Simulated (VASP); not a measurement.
# ZrS: single point with PBEsol

The system is ZrS.

```
CELL_PARAMETERS angstrom
0.00000 2.58338 2.58338
2.58338 0.00000 2.58338
2.58338 2.58338 0.00000
ATOMIC_POSITIONS crystal
Zr 0.00000 0.00000 0.00000
S 0.50000 0.50000 0.50000
```

```json
{"Program": "VASP 6.6.1", "Task": "single point", "Functional": "PBEsol", "Potentials or basis": "VASP PAW PBE potentials, release 64 (Zr_sv, S)", "Cutoff": "520 eV", "k mesh": "16 × 16 × 16", "Occupations": "gaussian, width 0.15 eV", "Spin": "no spin polarisation", "Dipole correction": "no", "Further INCAR settings": "ALGO = Normal; EDIFF = 1e-06; NBANDS = 16"}
```

```
Pressure               : 0.1 GPa
Band gap on the k mesh : zero (bands 9 and 10 overlap by 3.05 eV)
```

Levels at points of the mesh, in eV from the Fermi level:
```
           k point  band 5  band 6  band 7  band 8  band 9  band 10  band 11  band 12  band 13  band 14
(0.00, 0.00, 0.00)  -16.05   -3.53   -3.53   -3.53   -1.48    -1.48    -1.48    -0.75    -0.75     2.20
(0.50, 0.00, 0.00)  -14.30   -8.28   -6.16   -6.16    1.57     1.57     1.91     1.94     5.92     5.92
(0.50, 0.50, 0.00)  -15.16   -6.34   -4.49   -4.49   -3.69     0.53     2.55     2.55     3.00     3.65
```

Wall time 58 s on 1 thread of AMD EPYC 7R13 Processor (Zen 3), with other jobs on the host, peak memory 0.18 GiB.

Caveat: the PAW data sets were made with another functional, which shifts forces and pressure a little.
